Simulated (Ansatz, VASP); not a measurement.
One calculation of GaP, two programs

Contents of INCAR:

```
SYSTEM = GaP
ALGO = Normal
EDIFF = 1E-6
ENCUT = 520
GGA = PE
ISIF = 2
ISMEAR = 0
LASPH = .TRUE.
LCHARG = .FALSE.
LREAL = .FALSE.
LWAVE = .FALSE.
NBANDS = 16
NELM = 60
PREC = Accurate
SIGMA = 0.05
```

The input KPOINTS:

```
k-points
0
G
  10 10 10
  0 0 0
```

Contents of POSCAR:

```
GaP
1.0
    0.0000000000      2.8523796583      2.7039336983
    2.7039336983      0.0000000000      2.7039336983
    2.7039336983      2.8523796583      0.0000000000
Ga P
1 1
Direct
    0.0000000000      0.0000000000      0.0000000000
    0.7500000000      0.7500000000      0.7500000000
```

Input for Ansatz:

```yaml
crystal:
  lattice:
    - [0.0, 2.8523796583, 2.7039336983]
    - [2.7039336983, 0.0, 2.7039336983]
    - [2.7039336983, 2.8523796583, 0.0]
  atoms:
    - { symbol: Ga, position: [0.0, 0.0, 0.0] }
    - { symbol: P, position: [0.75, 0.75, 0.75] }
basis:
  ecutwfc: 420
kpoints:
  mp_grid: { grid: [10, 10, 10] }
hamiltonian:
  xc: pbe
scf:
  occupations: { method: gaussian, width: 0.05 }
output:
  forces: true
  stress: true
  eigenvalues: true
```

Alike in both runs: task single point; functional PBE; k mesh 10 × 10 × 10; occupations gaussian, width 0.05 eV; no spin polarisation.

|  | VASP | Ansatz |
| --- | --- | --- |
| version | VASP 6.6.1 | Ansatz 0.2.0 |
| potentials or method | VASP PAW PBE potentials, release 64 (Ga_d, P), cutoff 520 eV | scalar-relativistic, plane waves, PAW |
| valence electrons in the cell | 18 | 18 |

```tsv
	VASP	Ansatz	Ansatz less VASP
gap on the k mesh at the Fermi level (eV)	1.40	1.40	+0.001
least direct gap on the mesh (eV)	1.45	1.45	+0.003
pressure (GPa)	-0.1	0.0	+0.07
traceless stress, the component that is largest in VASP (GPa)	-2.84	-2.84	+0.003
```
